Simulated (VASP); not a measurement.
# TiC (P-6m2) in VASP: further runs

TiC is run at these levels: PBE, HF; tasks: single point.

All numbers are computed with VASP 6.6.1; they aren't measurements. Logs are shortened: lines on timing, memory, paths and dates and some standing lists are left out, and cuts for length are marked.

### 1 The cell of the first run

Symmetry: P-6m2, No. 187, hexagonal system. The conventional cell has a = 3.042 Å, b = 3.042 Å, c = 2.698 Å, α = 90.00°, β = 90.00°, γ = 120.00°. Ti (site symmetry -6m2) has 6 C at 2.21 Å and 2 Ti at 2.70 Å within 2.9 Å. C (site symmetry -6m2) has 6 Ti at 2.21 Å and 2 C at 2.70 Å within 2.9 Å.

### 2 Single point, PBE

INCAR

```
PREC = Accurate ; ENCUT = 520
EDIFF = 1E-7 ; ISMEAR = -1
SIGMA = 0.05 ; LREAL = F
LASPH = T ; NELM = 100
ALGO = Normal ; ISIF = 2
LWAVE = F ; LCHARG = F
GGA = PE ; NBANDS = 15
```

KPOINTS

```
Automatic mesh
0
Gamma
  10 10 10
```

POSCAR

```
TiC
1.0
    3.0420900000      0.0000000000      0.0000000000
   -1.5210400000      2.6345200000      0.0000000000
    0.0000000000      0.0000000000      2.6979700000
Ti C
1 1
Direct
    0.0000000000      0.0000000000      0.5000000000
    0.3333300000      0.6666700000      0.0000000000
```

Potentials or basis: VASP PAW PBE potentials, release 64 (Ti_sv, C).

Run with:

```bash
> cat potpaw_PBE.64/Ti_sv/POTCAR potpaw_PBE.64/C/POTCAR > POTCAR
> mpirun -np 1 vasp_std > vasp.out
```

OUTCAR:

```text
PREC = Accurate
   ENCUT = 520
   EDIFF = 1E-7
   ISMEAR = -1
   LREAL = F
   LASPH = T
   NELM = 100
   ISIF = 2
   GGA = PE

 ion  position               nearest neighbor table
   1  0.000  0.000  0.500-   2 2.21   2 2.21   2 2.21   2 2.21   2 2.21   2 2.21
   2  0.333  0.667  0.000-   1 2.21   1 2.21   1 2.21   1 2.21   1 2.21   1 2.21

  LATTYP: Found a hexagonal cell.
 ALAT       =     3.0420900000
 C/A-ratio  =     0.8868804013

  Lattice vectors:

 A1 = (   3.0420900000,   0.0000000000,   0.0000000000)
 A2 = (  -1.5210400000,   2.6345200000,   0.0000000000)
 A3 = (   0.0000000000,   0.0000000000,   2.6979700000)

Analysis of symmetry for initial positions (statically):
=====================================================================
 Subroutine PRICEL returns:
 Original cell was already a primitive cell.

 Routine SETGRP: Setting up the symmetry group for a
 hexagonal supercell.

 Subroutine GETGRP returns: Found  4 space group operations
 (whereof  4 operations were pure point group operations)
 out of a pool of 24 trial point group operations.

The static configuration has the point symmetry C_2v.

Analysis of symmetry for dynamics (positions and initial velocities):
=====================================================================
 Subroutine PRICEL returns:
 Original cell was already a primitive cell.

 Routine SETGRP: Setting up the symmetry group for a
 hexagonal supercell.

 Subroutine GETGRP returns: Found  4 space group operations
 (whereof  4 operations were pure point group operations)
 out of a pool of 24 trial point group operations.

The dynamic configuration has the point symmetry C_2v.

 Subroutine INISYM returns: Found  4 space group operations
 (whereof  4 operations are pure point group operations),
 and found     1 'primitive' translations

----------------------------------------------------------------------------------------

                                     Primitive cell

  volume of cell :      21.6227

  direct lattice vectors                    reciprocal lattice vectors
     3.042090000  0.000000000  0.000000000     0.328721372  0.189787269  0.000000000
    -1.521040000  2.634520000  0.000000000     0.000000000  0.379575786  0.000000000
     0.000000000  0.000000000  2.697970000     0.000000000  0.000000000  0.370649044

  length of vectors
     3.042090000  3.042081247  2.697970000     0.379574694  0.379575786  0.370649044

  position of ions in fractional coordinates (direct lattice)
     0.000000000  0.000000000  0.500000000
     0.333330000  0.666670000  0.000000000

  ion indices of the primitive-cell ions
   primitive index   ion index
                 1           1
                 2           2

----------------------------------------------------------------------------------------

 KPOINTS: Automatic mesh

Automatic generation of k-mesh.
 Grid dimensions read from file:
 generate k-points for:   10   10   10

 Generating k-lattice:

  Cartesian coordinates                     Fractional coordinates (reciprocal lattice)
     0.032872137  0.018978727  0.000000000     0.100000000  0.000000000  0.000000000
     0.000000000  0.037957579  0.000000000     0.000000000  0.100000000  0.000000000
     0.000000000  0.000000000  0.037064904     0.000000000  0.000000000  0.100000000

  Length of vectors
     0.037957469  0.037957579  0.037064904

  Shift w.r.t. Gamma in fractional coordinates (k-lattice)
     0.000000000  0.000000000  0.000000000

 Subroutine IBZKPT returns following result:
 ===========================================

 Found    186 irreducible k-points:

 Following reciprocal coordinates:
            Coordinates               Weight
  0.000000  0.000000  0.000000      1.000000
  0.100000  0.000000  0.000000      4.000000
 -0.100000  0.100000  0.000000      2.000000
  0.200000  0.000000  0.000000      4.000000
 -0.200000  0.200000  0.000000      2.000000
  0.300000  0.000000  0.000000      4.000000
[... 16 lines left out ...]
  0.200000  0.200000  0.000000      2.000000
 -0.200000  0.400000  0.000000      4.000000
 [... further k-points ...]
   k-points           NKPTS =    186   k-points in BZ     NKDIM =    186   number of bands    NBANDS=     15
   number of dos      NEDOS =    301   number of ions     NIONS =      2
   total plane-waves  NPLWV =  11520
   dimension x,y,z NGX =    24 NGY =   24 NGZ =   20
   dimension x,y,z NGXF=    48 NGYF=   48 NGZF=   40
   ions per type =               1   1
   NGX,Y,Z   is equivalent  to a cutoff of  13.12, 13.12, 12.32 a.u.
   NGXF,Y,Z  is equivalent  to a cutoff of  26.23, 26.23, 24.65 a.u.
 SYSTEM =  unknown system
   PREC   = accura    normal or accurate (medium, high low for compatibility)
   ISTART =      0    job   : 0-new  1-cont  2-samecut
   ICHARG =      2    charge: 1-file 2-atom 10-const
   ISPIN  =      1    spin polarized calculation?
   LNONCOLLINEAR =      F non collinear calculations
   LSORBIT =      F    spin-orbit coupling
   LASPH  =      T    aspherical Exc in radial PAW
   ENCUT  =  520.0 eV  38.22 Ry    6.18 a.u.   5.66  5.66  5.02*2*pi/ulx,y,z
   NELM   =    100;   NELMIN=  2; NELMDL= -5     # of ELM steps
   EDIFF  = 0.1E-06   stopping-criterion for ELM
   LREAL  =      F    real-space projection
   EDIFFG = 0.1E-05   stopping-criterion for IOM
   NSW    =      0    number of steps for IOM
   IBRION =     -1    ionic relax: 0-MD 1-quasi-New 2-CG
   NFREE  =      0    steps in history (QN), initial steepest desc. (CG)
   ISIF   =      2    stress and relaxation
   ISYM   =      2    0-nonsym 1-usesym 2-fastsym
   POTIM  = 0.5000    time-step for ionic-motion
   TEBEG  =    0.0;   TEEND  =   0.0 temperature during run
   PSTRESS=    0.0 pullay stress
   NELECT =      16.0000    total number of electrons
   NUPDOWN=      -1.0000    fix difference up-down
   EMIN   =  10.00;   EMAX   =-10.00  energy-range for DOS
   EFERMI =   0.00;   METHOD = LEGACY
   ISMEAR =    -1;   SIGMA  =   0.05  broadening in eV -4-tet -1-fermi 0-gaus
   EFERMI_NEDOS =   21; number of points for ismear=-14 and -15
   IALGO  =     38    algorithm
   IMIX   =      4    mixing-type and parameters
     AMIX     =   0.40;   BMIX     =  1.00
     AMIX_MAG =   1.60;   BMIX_MAG =  1.00
  volume/ion in A,a.u.               =      10.81        72.96
  Fermi-wavevector in a.u.,A,eV,Ry     =   1.480737  2.798187 29.831891  2.192582
  Thomas-Fermi vector in A             =   2.594734
   LORBIT       =      0    0 simple, 1 ext, 2 COOP (PROOUT), +10 PAW based schemes
   GGA     = PE    functional components
   LHFCALC =     F    Hartree Fock is set to
   AEXX    =    0.0000 exact exchange contribution
   IVDW    =     0    specifies the selected vdW correction
   LEPSILON=     F    determine dielectric tensor
   LRPA    =     F    only Hartree local field effects (RPA)
 non-spin polarized calculation
  energy-cutoff  :      520.00
  volume of cell :       21.62
 maximum number of plane-waves:       592
   NGX = 11   NGY = 11   NGZ = 11

 number of electron      16.0000003 magnetization

 Free energy of the ion-electron system (eV)
  ---------------------------------------------------
  ext. energy  EPLUGINS =         0.00000000
  ---------------------------------------------------
  free energy    TOTEN  =       -17.35550704 eV

  energy without entropy =      -17.35154812  energy(sigma->0) =      -17.35352758

 E-fermi :   8.6130     XC(G=0): -12.2948

 val. band max:        8.6042355096   @ k =  -0.4000   0.4000   0.0000
 cond. band min:       8.6439992123   @ k =   0.5000   0.5000   0.1000
 fundamental gap:      0.0397637027
 Fermi energy:         8.6129854723

 k-point     1 :       0.0000    0.0000    0.0000
  band No.  band energies     occupation
      1     -47.9329      2.00000
      2     -24.0900      2.00000
      3     -24.0899      2.00000
      4     -23.6289      2.00000
      5      -3.3814      2.00000
      6       7.0267      2.00000
      7       7.0268      2.00000
      8       7.6624      2.00000
      9      10.9172      0.00000
     10      11.9513      0.00000
     11      11.9514      0.00000
     12      14.2932      0.00000
     13      14.2933      0.00000
     14      16.1409      0.00000
     15      24.3489      0.00000

 k-point     2 :       0.1000    0.0000    0.0000
  band No.  band energies     occupation
      1     -47.9278      2.00000
      2     -24.1294      2.00000
      3     -24.0988      2.00000
      4     -23.6244      2.00000
      5      -3.2003      2.00000
      6       6.6155      2.00000
      7       7.1638      2.00000
      8       7.7974      2.00000
      9      10.2875      0.00000
     10      11.9218      0.00000
     11      12.6570      0.00000
     12      13.9469      0.00000
     13      14.0759      0.00000
     14      16.6880      0.00000
     15      23.5086      0.00000

 k-point     3 :      -0.1000    0.1000    0.0000
  band No.  band energies     occupation
      1     -47.9278      2.00000
      2     -24.1294      2.00000
      3     -24.0988      2.00000
      4     -23.6244      2.00000
      5      -3.2003      2.00000
      6       6.6155      2.00000
      7       7.1638      2.00000
      8       7.7974      2.00000
      9      10.2874      0.00000
     10      11.9219      0.00000
     11      12.6570      0.00000
     12      13.9468      0.00000
     13      14.0760      0.00000
     14      16.6880      0.00000
     15      23.5086      0.00000
[... 343 lines left out ...]
 k-point    23 :       0.2000    0.2000    0.0000
  band No.  band energies     occupation
      1     -47.8904      2.00000
      2     -24.3759      2.00000
      3     -24.2002      2.00000
      4     -23.5910      2.00000
      5      -1.6225      2.00000
      6       4.6944      2.00000
      7       7.2879      2.00000
      8       8.6799      0.41558
      9       8.8180      0.03257
     10      11.5064      0.00000
     11      12.1079      0.00000
     12      12.6830      0.00000
     13      14.9787      0.00000
     14      19.7773      0.00000
     15      23.1662      0.00000

 k-point    24 :      -0.2000    0.4000    0.0000
  band No.  band energies     occupation
      1     -47.8904      2.00000
      2     -24.3759      2.00000
      3     -24.2002      2.00000
      4     -23.5910      2.00000
      5      -1.6225      2.00000
      6       4.6944      2.00000
      7       7.2879      2.00000
      8       8.6798      0.41594
      9       8.8180      0.03259
     10      11.5064      0.00000
     11      12.1078      0.00000
     12      12.6831      0.00000
     13      14.9788      0.00000
     14      19.7773      0.00000
     15      23.1662      0.00000

 [... further k-points ...]

------------------------ aborting loop because EDIFF is reached ----------------------------------------

  FORCE on cell =-STRESS in cart. coord.  units (eV):
  Direction    XX          YY          ZZ          XY          YZ          ZX
  --------------------------------------------------------------------------------------
  -------------------------------------------------------------------------------------
  Total        0.0524095      0.0523351      0.0002300     -0.0000642      0.0000000      0.0000000
  in kB        3.8833832      3.8778646      0.0170410     -0.0047534      0.0000000      0.0000000
  external PRESSURE =       2.5927629 kB  Pullay stress =       0.0000000 kB

 VOLUME and BASIS-vectors are now :
 -----------------------------------------------------------------------------
  energy-cutoff  :      520.00
  volume of cell :       21.62
      direct lattice vectors                 reciprocal lattice vectors
     3.042090000  0.000000000  0.000000000     0.328721372  0.189787269  0.000000000
    -1.521040000  2.634520000  0.000000000     0.000000000  0.379575786  0.000000000
     0.000000000  0.000000000  2.697970000     0.000000000  0.000000000  0.370649044

 POSITION                                       TOTAL-FORCE (eV/Angst)
 -----------------------------------------------------------------------------------
      0.00000      0.00000      1.34899        -0.000087      0.000050      0.000000
     -0.00001      1.75636      0.00000         0.000087     -0.000050      0.000000
 -----------------------------------------------------------------------------------
    total drift:                                0.000041      0.000072     -0.000000

  FREE ENERGIE OF THE ION-ELECTRON SYSTEM (eV)
  ---------------------------------------------------
  free  energy   TOTEN  =       -17.3555070357 eV

  energy  without entropy=      -17.3515481178  energy(sigma->0) =      -17.35352758
```

Wall time 89 s (1 thread of Intel Xeon 8259CL, shared host); peak memory 0.18 GiB.

What came out:

```
Free energy            : -17.3555 eV
Pressure               : 0.3 GPa
Band gap on the k mesh : zero (bands 8 and 9 overlap by 0.08 eV)
```

Stress tensor (GPa, compression positive):
```
0.39 0.00 0.00
0.00 0.39 0.00
0.00 0.00 0.00
```

Levels at points of the mesh, in eV from the Fermi level:
| k point | band 6 | band 7 | band 8 | band 9 | band 10 | band 11 |
| --- | --- | --- | --- | --- | --- | --- |
| (0.00, 0.00, 0.00) | -1.59 | -1.59 | -0.95 | 2.30 | 3.34 | 3.34 |
| (0.50, 0.00, 0.00) | -4.86 | -0.75 | -0.30 | 0.23 | 3.04 | 3.47 |
| (0.50, 0.50, 0.00) | -4.86 | -0.75 | -0.30 | 0.23 | 3.04 | 3.47 |
| (0.00, 0.00, 0.50) | -5.60 | -0.50 | -0.50 | 1.14 | 1.14 | 4.70 |
| (0.50, 0.00, 0.50) | -4.00 | -2.56 | -2.21 | 1.49 | 3.28 | 4.35 |
| (0.50, 0.50, 0.50) | -4.00 | -2.56 | -2.21 | 1.49 | 3.28 | 4.35 |

### 3 Single point, PBE

INCAR

```
SYSTEM = TiC
PREC     = Accurate       ! precision mode
ENCUT    = 520            ! plane-wave cutoff, eV
EDIFF    = 1E-6           ! SCF threshold, eV
ISMEAR   = 0              ! smearing method
SIGMA    = 0.011          ! smearing width, eV
LREAL    = .False.        ! projectors in reciprocal space
LASPH    = .True.         ! aspherical terms in the spheres
NELM     = 100            ! most SCF steps
ALGO     = Normal         ! electronic algorithm
ISIF     = 2              ! what is computed and relaxed
LWAVE    = .False.        ! write WAVECAR
LCHARG   = .False.        ! write CHGCAR
GGA      = PE             ! functional
NBANDS   = 15             ! bands
```

KPOINTS

```
regular mesh
0
Gamma
  10 10 10
  0 0 0
```

POSCAR is that of step 2.

Potentials or basis: VASP PAW PBE potentials, release 64 (Ti_sv, C).

Run with:

```bash
> cat potpaw_PBE.64/Ti_sv/POTCAR potpaw_PBE.64/C/POTCAR > POTCAR
> mpirun -np 1 vasp_std > vasp.out
```

It took 68 s on 1 thread of Intel Xeon 8259CL, shared host; peak memory 0.18 GiB.

It converged, with:

* Free energy: -17.3533 eV
* Pressure: 0.2 GPa
* Band gap on the k mesh: zero (bands 8 and 9 overlap by 0.07 eV)

Stress tensor (GPa, compression positive):
```
0.23 0.00 0.00
0.00 0.23 0.00
0.00 0.00 0.01
```

Levels at points of the mesh, in eV from the Fermi level:
| k point | band 4 | band 5 | band 6 | band 7 | band 8 | band 9 | band 10 | band 11 | band 12 | band 13 |
| --- | --- | --- | --- | --- | --- | --- | --- | --- | --- | --- |
| (0.00, 0.00, 0.00) | -32.26 | -12.00 | -1.60 | -1.60 | -0.97 | 2.30 | 3.32 | 3.32 | 5.67 | 5.67 |
| (0.50, 0.00, 0.00) | -32.21 | -9.61 | -4.87 | -0.76 | -0.31 | 0.22 | 3.02 | 3.46 | 3.72 | 6.60 |
| (0.50, 0.50, 0.00) | -32.21 | -9.61 | -4.87 | -0.76 | -0.31 | 0.22 | 3.02 | 3.46 | 3.72 | 6.60 |
| (0.00, 0.00, 0.50) | -32.64 | -8.87 | -5.61 | -0.51 | -0.51 | 1.12 | 1.12 | 4.69 | 4.73 | 4.73 |
| (0.50, 0.00, 0.50) | -32.72 | -8.79 | -4.01 | -2.57 | -2.23 | 1.48 | 3.27 | 4.34 | 5.56 | 7.32 |
| (0.50, 0.50, 0.50) | -32.72 | -8.79 | -4.01 | -2.57 | -2.23 | 1.48 | 3.27 | 4.34 | 5.56 | 7.32 |

### 4 Single point, HF

POSCAR is that of step 3.

INCAR.step1

```
ALGO = Normal ; EDIFF = 1E-5
ENCUT = 520 ; GGA = PE
ISIF = 2 ; ISMEAR = -1
LASPH = True ; LREAL = False
LWAVE = True ; NBANDS = 15
NELM = 60 ; PREC = Accurate
SIGMA = 0.05
```

INCAR.step2

```
AEXX = 1.0 ; AGGAC = 0.0
ALDAC = 0.0 ; ALGO = Normal
EDIFF = 1E-6 ; ENCUT = 520
GGA = PE ; ISIF = 2
ISMEAR = -1 ; ISTART = 1
LASPH = True ; LCHARG = True
LELF = True ; LHFCALC = True
LREAL = False ; LVHAR = True
LWAVE = False ; NBANDS = 15
NELM = 60 ; PREC = Accurate
PRECFOCK = Normal ; SIGMA = 0.05
```

KPOINTS

```
k-points
0
Gamma
  5 5 5
```

Run with:

```bash
> cat potpaw_PBE.64/Ti_sv/POTCAR potpaw_PBE.64/C/POTCAR > POTCAR
> cp INCAR.step1 INCAR
> mpirun -np 1 vasp_std > vasp.out
> cp INCAR.step2 INCAR
> mpirun -np 1 vasp_std > vasp.out
```

Run time: 20 min. Hardware: 1 thread of Intel Xeon 6975P-C (Granite Rapids), shared host; peak memory 0.15 GiB.

It converged, with:

* Free energy: -33.8624 eV
* Pressure: 2.4 GPa
* Band gap on the k mesh: zero (bands 8 and 9 overlap by 2.09 eV)

Stress tensor (GPa, compression positive):
```
 8.07  0.00  0.00
 0.00  8.07  0.00
 0.00  0.00 -8.90
```

Levels at points of the mesh, in eV from the Fermi level:
| k point | band 5 | band 6 | band 7 | band 8 | band 9 | band 10 | band 11 | band 12 |
| --- | --- | --- | --- | --- | --- | --- | --- | --- |
| (0.00, 0.00, 0.00) | -21.49 | -5.07 | -5.07 | -2.54 | 5.00 | 7.98 | 7.98 | 11.32 |

Caveat: the k points lie up to 0.48 Å⁻¹ apart, too coarse for converged energies and pressures of a metal; the PAW data sets were made with another functional, which shifts forces and pressure a little.

### 5 Overview

```csv
level,k mesh,smearing,grid for exact exchange (PRECFOCK),share of exact exchange,gap on the mesh (eV),pressure (GPa)
PBE,10 × 10 × 10,fermi-dirac 0.05 eV,-,-,none,0.3
PBE,10 × 10 × 10,gaussian 0.011 eV,-,-,none,0.2
HF,5 × 5 × 5,fermi-dirac 0.05 eV,Normal,1,none,2.4
```

Alike in all rows: task single point; potentials or basis VASP PAW PBE potentials, release 64 (Ti_sv, C); no spin polarisation; cell as given; cutoff (eV) 520.

Caveats: some runs use coarse meshes; the PAW data sets were made with another functional, which shifts forces and pressure a little (at least some runs).

Total energies depend on the potentials used, so only differences within one code and one set of settings carry meaning.
